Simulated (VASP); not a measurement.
# HfHgF (P-6m2) in VASP: a series of runs, part 2 of 2

VASP 6.6.1. Earlier steps stand in the parts before.

## Step 3: Relaxation of cell and atoms, PBE

Contents of INCAR:

```
PREC = Accurate ; ENCUT = 600
EDIFF = 1E-6 ; ISMEAR = 0
SIGMA = 0.1 ; LREAL = F
LASPH = T ; NELM = 100
ALGO = Normal ; ISIF = 3
LWAVE = F ; LCHARG = F
GGA = PE ; IBRION = 2
NSW = 100 ; EDIFFG = -0.01
```

Contents of KPOINTS:

```
regular mesh
0
Gamma
  12 12 16
```

Contents of POSCAR:

```
HfHgF
1.0
    4.8185868086      0.0000000000      0.0000000000
   -2.4092934043      4.1730185866      0.0000000000
    0.0000000000      0.0000000000      3.0459788523
Hf Hg F
1 1 1
Direct
    0.6666666667      0.3333333333      0.5000000000
    0.3333333333      0.6666666667      0.5000000000
    0.0000000000      0.0000000000      0.0000000000
```

Potentials or basis: VASP PAW PBE potentials, release 64 (Hf_pv, Hg, F).

Command:

```sh
$ cat potpaw_PBE.64/Hf_pv/POTCAR potpaw_PBE.64/Hg/POTCAR potpaw_PBE.64/F/POTCAR > POTCAR
$ mpirun -np 1 vasp_std > vasp.out
```

OUTCAR:

```text
PREC = Accurate
   ENCUT = 600
   EDIFF = 1E-6
   ISMEAR = 0
   LREAL = F
   LASPH = T
   NELM = 100
   ISIF = 3
   GGA = PE
   IBRION = 2
   NSW = 100
   EDIFFG = -0.01

 ion  position               nearest neighbor table
   1  0.667  0.333  0.500-   2 2.78   2 2.78   2 2.78
   2  0.333  0.667  0.500-   1 2.78   1 2.78   1 2.78
   3  0.000  0.000  0.000-

  LATTYP: Found a hexagonal cell.
 ALAT       =     4.8185868086
 C/A-ratio  =     0.6321311566

  Lattice vectors:

 A1 = (   4.8185868086,   0.0000000000,   0.0000000000)
 A2 = (  -2.4092934043,   4.1730185866,   0.0000000000)
 A3 = (   0.0000000000,   0.0000000000,   3.0459788523)

Analysis of symmetry for initial positions (statically):
=====================================================================
 Subroutine PRICEL returns:
 Original cell was already a primitive cell.

 Routine SETGRP: Setting up the symmetry group for a
 hexagonal supercell.

 Subroutine GETGRP returns: Found 12 space group operations
 (whereof 12 operations were pure point group operations)
 out of a pool of 24 trial point group operations.

The static configuration has the point symmetry D_3h.

Analysis of symmetry for dynamics (positions and initial velocities):
=====================================================================
 Subroutine PRICEL returns:
 Original cell was already a primitive cell.

 Routine SETGRP: Setting up the symmetry group for a
 hexagonal supercell.

 Subroutine GETGRP returns: Found 12 space group operations
 (whereof 12 operations were pure point group operations)
 out of a pool of 24 trial point group operations.

The dynamic configuration has the point symmetry D_3h.

 Subroutine INISYM returns: Found 12 space group operations
 (whereof 12 operations are pure point group operations),
 and found     1 'primitive' translations

----------------------------------------------------------------------------------------

                                     Primitive cell

  volume of cell :      61.2487

  direct lattice vectors                    reciprocal lattice vectors
     4.818586809  0.000000000  0.000000000     0.207529726  0.119817343  0.000000000
    -2.409293404  4.173018587  0.000000000     0.000000000  0.239634686  0.000000000
     0.000000000  0.000000000  3.045978852     0.000000000  0.000000000  0.328301688

  length of vectors
     4.818586809  4.818586809  3.045978852     0.239634686  0.239634686  0.328301688

  position of ions in fractional coordinates (direct lattice)
     0.666666667  0.333333333  0.500000000
     0.333333333  0.666666667  0.500000000
     0.000000000  0.000000000  0.000000000

  ion indices of the primitive-cell ions
   primitive index   ion index
                 1           1
                 2           2
                 3           3

----------------------------------------------------------------------------------------

 KPOINTS: regular mesh

Automatic generation of k-mesh.
 Grid dimensions read from file:
 generate k-points for:   12   12   16

 Generating k-lattice:

  Cartesian coordinates                     Fractional coordinates (reciprocal lattice)
     0.017294144  0.009984779  0.000000000     0.083333333  0.000000000  0.000000000
     0.000000000  0.019969557  0.000000000     0.000000000  0.083333333  0.000000000
     0.000000000  0.000000000  0.020518856     0.000000000  0.000000000  0.062500000

  Length of vectors
     0.019969557  0.019969557  0.020518856

  Shift w.r.t. Gamma in fractional coordinates (k-lattice)
     0.000000000  0.000000000  0.000000000

 Subroutine IBZKPT returns following result:
 ===========================================

 Found    171 irreducible k-points:

 Following reciprocal coordinates:
            Coordinates               Weight
  0.000000  0.000000  0.000000      1.000000
  0.083333  0.000000  0.000000      6.000000
  0.166667  0.000000  0.000000      6.000000
  0.250000  0.000000  0.000000      6.000000
  0.333333 -0.000000  0.000000      6.000000
  0.416667  0.000000  0.000000      6.000000
[... 16 lines left out ...]
  0.250000  0.000000  0.062500     12.000000
  0.333333 -0.000000  0.062500     12.000000
 [... further k-points ...]
   k-points           NKPTS =    171   k-points in BZ     NKDIM =    171   number of bands    NBANDS=     18
   number of dos      NEDOS =    301   number of ions     NIONS =      3
   total plane-waves  NPLWV =  38400
   dimension x,y,z NGX =    40 NGY =   40 NGZ =   24
   dimension x,y,z NGXF=    80 NGYF=   80 NGZF=   48
   ions per type =               1   1   1
   NGX,Y,Z   is equivalent  to a cutoff of  13.80, 13.80, 13.10 a.u.
   NGXF,Y,Z  is equivalent  to a cutoff of  27.60, 27.60, 26.20 a.u.
 SYSTEM =  unknown system
   PREC   = accura    normal or accurate (medium, high low for compatibility)
   ISTART =      0    job   : 0-new  1-cont  2-samecut
   ICHARG =      2    charge: 1-file 2-atom 10-const
   ISPIN  =      1    spin polarized calculation?
   LNONCOLLINEAR =      F non collinear calculations
   LSORBIT =      F    spin-orbit coupling
   LASPH  =      T    aspherical Exc in radial PAW
   ENCUT  =  600.0 eV  44.10 Ry    6.64 a.u.   9.62  9.62  6.08*2*pi/ulx,y,z
   NELM   =    100;   NELMIN=  2; NELMDL= -5     # of ELM steps
   EDIFF  = 0.1E-05   stopping-criterion for ELM
   LREAL  =      F    real-space projection
   EDIFFG = -.1E-01   stopping-criterion for IOM
   NSW    =    100    number of steps for IOM
   IBRION =      2    ionic relax: 0-MD 1-quasi-New 2-CG
   NFREE  =      1    steps in history (QN), initial steepest desc. (CG)
   ISIF   =      3    stress and relaxation
   ISYM   =      2    0-nonsym 1-usesym 2-fastsym
   POTIM  = 0.5000    time-step for ionic-motion
   TEBEG  =    0.0;   TEEND  =   0.0 temperature during run
   PSTRESS=    0.0 pullay stress
   NELECT =      29.0000    total number of electrons
   NUPDOWN=      -1.0000    fix difference up-down
   EMIN   =  10.00;   EMAX   =-10.00  energy-range for DOS
   EFERMI =   0.00;   METHOD = LEGACY
   ISMEAR =     0;   SIGMA  =   0.10  broadening in eV -4-tet -1-fermi 0-gaus
   EFERMI_NEDOS =   21; number of points for ismear=-14 and -15
   IALGO  =     38    algorithm
   IMIX   =      4    mixing-type and parameters
     AMIX     =   0.40;   BMIX     =  1.00
     AMIX_MAG =   1.60;   BMIX_MAG =  1.00
  volume/ion in A,a.u.               =      20.42       137.78
  Fermi-wavevector in a.u.,A,eV,Ry     =   1.275974  2.411241 22.151781  1.628110
  Thomas-Fermi vector in A             =   2.408656
   LORBIT       =      0    0 simple, 1 ext, 2 COOP (PROOUT), +10 PAW based schemes
   GGA     = PE    functional components
   LHFCALC =     F    Hartree Fock is set to
   AEXX    =    0.0000 exact exchange contribution
   IVDW    =     0    specifies the selected vdW correction
   LEPSILON=     F    determine dielectric tensor
   LRPA    =     F    only Hartree local field effects (RPA)
 conjugate gradient relaxation of ions
 non-spin polarized calculation
 Gauss-broadening in eV      SIGMA  =   0.10
  energy-cutoff  :      600.00
  volume of cell :       61.25
 maximum number of plane-waves:      2089
 NGX is ok and might be reduce to    40
   NGX = 19   NGY = 19   NGZ = 13

--------------------------------------- Ionic step        1  -------------------------------------------

 number of electron      28.9999996 magnetization

 Free energy of the ion-electron system (eV)
  ---------------------------------------------------
  ext. energy  EPLUGINS =         0.00000000
  ---------------------------------------------------
  free energy    TOTEN  =       -12.33328715 eV

  energy without entropy =      -12.31974386  energy(sigma->0) =      -12.32651551

------------------------ aborting loop because EDIFF is reached ----------------------------------------

  FORCE on cell =-STRESS in cart. coord.  units (eV):
  Direction    XX          YY          ZZ          XY          YZ          ZX
  --------------------------------------------------------------------------------------
  -------------------------------------------------------------------------------------
  Total       -0.0959365     -0.0959365     -0.1189517      0.0000000      0.0000000      0.0000000
  in kB       -2.5095590     -2.5095590     -3.1116041      0.0000000      0.0000000      0.0000000
  external PRESSURE =      -2.7102407 kB  Pullay stress =       0.0000000 kB
[... 61 lines left out ...]
--------------------------------------- Ionic step        3  -------------------------------------------

 number of electron      28.9999996 magnetization

 Free energy of the ion-electron system (eV)
  ---------------------------------------------------
  ext. energy  EPLUGINS =         0.00000000
  ---------------------------------------------------
  free energy    TOTEN  =       -12.33349408 eV

  energy without entropy =      -12.31997578  energy(sigma->0) =      -12.32673493

 E-fermi :   2.9735     XC(G=0): -10.3824

 val. band max:        2.9707265547   @ k =   0.2500   0.1667   0.1875
 cond. band min:       2.9742339973   @ k =   0.3333   0.3333   0.4375
 fundamental gap:      0.0035074427
 Fermi energy:         2.9735293536

 k-point     1 :       0.0000    0.0000    0.0000
  band No.  band energies     occupation
      1     -29.0914      2.00000
      2     -29.0914      2.00000
      3     -28.5140      2.00000
      4     -19.2376      2.00000
      5      -5.3022      2.00000
      6      -4.8468      2.00000
[... 481 lines left out ...]
      5      -5.2259      2.00000
      6      -5.0692      2.00000
[... 10 lines left out ...]
     17       5.3857      0.00000
     18       5.9682      0.00000

 [... further k-points ...]
[... 5 lines left out ...]
  --------------------------------------------------------------------------------------
  -------------------------------------------------------------------------------------
  Total        0.0156659      0.0156659     -0.0202464      0.0000000      0.0000000      0.0000000
  in kB        0.4113937      0.4113937     -0.5316808      0.0000000      0.0000000      0.0000000
  external PRESSURE =       0.0970355 kB  Pullay stress =       0.0000000 kB
[... 18 lines left out ...]
  FREE ENERGIE OF THE ION-ELECTRON SYSTEM (eV)
  ---------------------------------------------------
  free  energy   TOTEN  =       -12.3334940766 eV

  energy  without entropy=      -12.3199757847  energy(sigma->0) =      -12.32673493

 reached required accuracy - stopping structural energy minimisation
```

OSZICAR:

```text
N       E                     dE             d eps       ncg     rms          rms(c)
DAV:   1     0.187485191848E+03    0.18749E+03   -0.16338E+04  6156   0.168E+03
DAV:   2    -0.406702786447E+01   -0.19155E+03   -0.18638E+03  6668   0.392E+02
DAV:   3    -0.145123200677E+02   -0.10445E+02   -0.10219E+02  7466   0.763E+01
[... 24 lines left out ...]
DAV:   2    -0.123335710405E+02    0.29934E-03   -0.23557E-03  6648   0.382E-01    0.571E-02
DAV:   3    -0.123335084300E+02    0.62611E-04   -0.44090E-04  6610   0.139E-01    0.357E-02
DAV:   4    -0.123334971172E+02    0.11313E-04   -0.43910E-05  7604   0.466E-02    0.211E-02
DAV:   5    -0.123334948112E+02    0.23060E-05   -0.39780E-06  6710   0.139E-02    0.890E-03
DAV:   6    -0.123334940766E+02    0.73465E-06   -0.85693E-07  3222   0.720E-03
   3 F= -.12333494E+02 E0= -.12326735E+02  d E =-.206924E-03
```

Wall time 3.6 min (1 thread of Intel Xeon Platinum 8559C (Emerald Rapids), shared host); peak memory 0.41 GiB.

What came out:

| Quantity | Value |
| --- | --- |
| Free energy | -12.3335 eV |
| Relaxed volume | 20.34 Å³/atom |
| Relaxed cell | a = 4.813 Å, b = 4.813 Å, c = 3.041 Å, α = 90.00°, β = 90.00°, γ = 120.00° |
| Space group after relaxing (to 0.1 Å) | P-6m2 (No. 187) |
| Energy gained by relaxing | 0.1 meV/atom |
| Ionic steps | 3 |
| Pressure after relaxing | 0.0 GPa |
| Band gap on the k mesh | zero (an odd number of electrons rules out a gap without spin polarisation) |

Step by step:
| step | energy change (eV) | largest force (eV/Å) | pressure (GPa) | volume (Å³) |
| --- | --- | --- | --- | --- |
| 1 | 0.0000 | 0.0000 | -0.27 | 61.25 |
| 2 | -0.0002 | 0.0000 | 0.10 | 60.94 |
| 3 | -0.0002 | 0.0000 | 0.01 | 61.01 |

Final structure:
```
CELL_PARAMETERS angstrom
4.81281 0.00000 0.00000
-2.40640 4.16801 0.00000
0.00000 0.00000 3.04145
ATOMIC_POSITIONS crystal
Hf 0.66667 0.33333 0.50000
Hg 0.33333 0.66667 0.50000
F 0.00000 0.00000 0.00000
```

Caveat: the highest band is partly filled, so the run has too few bands; spin-orbit coupling is left out, which moves the levels of the heavy elements.

## Step 4: Single point, PBE

Contents of INCAR:

```
SYSTEM = HfHgF
ALGO = Normal ; EDIFF = 1E-6
ENCUT = 520 ; GGA = PE
ISIF = 2 ; ISMEAR = 0
LASPH = .True. ; LCHARG = .True.
LELF = .True. ; LREAL = .False.
LVHAR = .True. ; LWAVE = .False.
NBANDS = 22 ; NELM = 100
PREC = Accurate ; SIGMA = 0.1
```

Contents of KPOINTS:

```
k-points
0
Gamma
  6 6 6
  0 0 0
```

POSCAR is that of step 3.

Command:

```sh
$ cat potpaw_PBE.64/Hf_pv/POTCAR potpaw_PBE.64/Hg/POTCAR potpaw_PBE.64/F/POTCAR > POTCAR
$ mpirun -np 1 vasp_std > vasp.out
```

It took 20 s on 1 thread of Intel Xeon Platinum 8559C (Emerald Rapids), shared host; peak memory 0.2 GiB.

It converged, with:

| Quantity | Value |
| --- | --- |
| Free energy | -12.3056 eV |
| Pressure | -0.4 GPa |
| Band gap on the k mesh | zero (an odd number of electrons rules out a gap without spin polarisation) |

Levels at points of the mesh, in eV from the Fermi level:
| k point | band 10 | band 11 | band 12 | band 13 | band 14 | band 15 | band 16 | band 17 | band 18 | band 19 |
| --- | --- | --- | --- | --- | --- | --- | --- | --- | --- | --- |
| (0.00, 0.00, 0.00) | -7.01 | -4.25 | -4.25 | -3.03 | -2.05 | -0.35 | -0.35 | 3.37 | 3.37 | 4.67 |
| (0.50, 0.00, 0.00) | -6.83 | -4.26 | -3.88 | -3.02 | -2.35 | -0.66 | 0.50 | 1.93 | 3.14 | 3.29 |
| (0.00, 0.00, 0.50) | -4.68 | -3.86 | -3.86 | -2.09 | -0.65 | 0.13 | 0.13 | 0.19 | 0.19 | 6.12 |
| (0.50, 0.00, 0.50) | -4.45 | -4.20 | -3.80 | -2.41 | -1.18 | 0.33 | 0.86 | 1.59 | 2.72 | 3.00 |

Caveat: spin-orbit coupling is left out, which moves the levels of the heavy elements.

## Step 5: The runs side by side

| task | cell | k mesh | cutoff (eV) | gap on the mesh (eV) | pressure (GPa) |
| --- | --- | --- | --- | --- | --- |
| single point | a = 4.823, b = 4.823, c = 3.042 Å, angles 90.0, 90.0, 120.0°, 3 atoms | 12 × 12 × 16 | 520 | none | -0.3 |
| relaxation of cell and atoms | relaxed from a = 4.819, b = 4.819, c = 3.046 Å, angles 90.0, 90.0, 120.0°, 3 atoms | 12 × 12 × 16 | 600 | none | 0.0 |
| single point | a = 4.819, b = 4.819, c = 3.046 Å, angles 90.0, 90.0, 120.0°, 3 atoms | 6 × 6 × 6 | 520 | none | -0.4 |

Alike in all rows: level PBE; potentials or basis VASP PAW PBE potentials, release 64 (Hf_pv, Hg, F); no spin polarisation; smearing gaussian 0.1 eV.

Caveats: spin-orbit coupling is left out, which moves the levels of the heavy elements; the highest band is partly filled, so the run has too few bands (at least some runs).

Total energies depend on the potentials used, so only differences within one code and one set of settings carry meaning.

The gap in the log of VASP goes by the Fermi energy; the results here count the filled bands.